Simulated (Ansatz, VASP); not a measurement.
## Al: VASP beside Ansatz

Contents of POSCAR:

```
Al
1.0
    2.8221979706      0.0000000000      0.0000000000
   -1.4110989853      2.4440951371      0.0000000000
    0.0000000000      0.0000000000     33.5241186671
Al
9
Direct
    0.3333333333      0.6666666667      0.2237195279
    0.0000000000      0.0000000000      0.2927896459
    0.6666666667      0.3333333333      0.3618597639
    0.0000000000      0.0000000000      0.4309298820
    0.3333333333      0.6666666667      0.5000000000
    0.0000000000      0.0000000000      0.5690701180
    0.6666666667      0.3333333333      0.6381402361
    0.0000000000      0.0000000000      0.7072103541
    0.3333333333      0.6666666667      0.7762804721
```

File INCAR.step1:

```
  PREC = Accurate
  ENCUT = 520
  ISMEAR = 0
  SIGMA = 0.1
  LREAL = False
  LASPH = True
  NELM = 60
  LDIPOL = True
  IDIPOL = 3
  DIPOL = 0.5 0.5 0.500
  NBANDS = 24
  GGA = PE
  ALGO = Normal
  EDIFF = 1E-4
  LWAVE = True
  LCHARG = False
```

Contents of INCAR.step2:

```
  PREC = Accurate
  ENCUT = 520
  EDIFF = 1E-6
  ISMEAR = 0
  SIGMA = 0.1
  LREAL = False
  LASPH = True
  NELM = 60
  ALGO = Normal
  ISIF = 2
  LWAVE = False
  LCHARG = True
  LDIPOL = True
  IDIPOL = 3
  DIPOL = 0.5 0.5 0.500
  METAGGA = R2SCAN
  LMIXTAU = True
  LELF = True
  LVHAR = True
  LVACPOTAV = True
  NBANDS = 24
  ISTART = 1
```

Contents of KPOINTS:

```
regular mesh
0
Gamma
  12 12 1
```

Input for Ansatz:

```yaml
crystal:
  lattice:
    - [2.8221979706, 0.0, 0.0]
    - [-1.4110989853, 2.4440951371, 0.0]
    - [0.0, 0.0, 33.5241186671]
  atoms:
    - { symbol: Al, position: [0.3333333333, 0.6666666667, 0.2237195279] }
    - { symbol: Al, position: [0.0, 0.0, 0.2927896459] }
    - { symbol: Al, position: [0.6666666667, 0.3333333333, 0.3618597639] }
    - { symbol: Al, position: [0.0, 0.0, 0.430929882] }
    - { symbol: Al, position: [0.3333333333, 0.6666666667, 0.5] }
    - { symbol: Al, position: [0.0, 0.0, 0.569070118] }
    - { symbol: Al, position: [0.6666666667, 0.3333333333, 0.6381402361] }
    - { symbol: Al, position: [0.0, 0.0, 0.7072103541] }
    - { symbol: Al, position: [0.3333333333, 0.6666666667, 0.7762804721] }
basis:
  ecutwfc: 500
kpoints:
  mp_grid: { grid: [12, 12, 1] }
hamiltonian:
  xc: r2scan
scf:
  occupations: { method: gaussian, width: 0.1 }
output:
  forces: true
  stress: true
  eigenvalues: true
  write_density: true
  write_potential: true
  elf: true
  volumetric_format: npy
efield:
  axis: 3
  dipole_correction: true
  ramp_width: 0.04
```

Alike in both runs: task single point; functional r2SCAN; k mesh 12 × 12 × 1; occupations gaussian, width 0.1 eV; no spin polarisation.

```csv
,VASP,Ansatz
version,VASP 6.6.1,Ansatz 0.2.0
potentials or method,"VASP PAW PBE potentials, release 64 (Al), cutoff 520 eV","scalar-relativistic, plane waves, PAW"
valence electrons in the cell,27,27
```

|  | VASP | Ansatz | Ansatz less VASP |
| --- | --- | --- | --- |
| gap on the k mesh at the Fermi level (eV) | none | none | - |
| rms of the force components (eV/Å) | 0.034 | 0.035 | +0.0010 |
| work function, face that differs most (eV) | 4.12 | 4.11 | -0.007 |

VASP's potentials were made for PBE, not for r2SCAN. Atom by atom the forces differ by 0.003 eV/Å (rms over components). A gap of «none» marks a metal or a gap that the smearing closes. The functional is the same, so the differences come from potentials, cutoffs and numerics. Ansatz's warnings: xc potential rough in thin density.
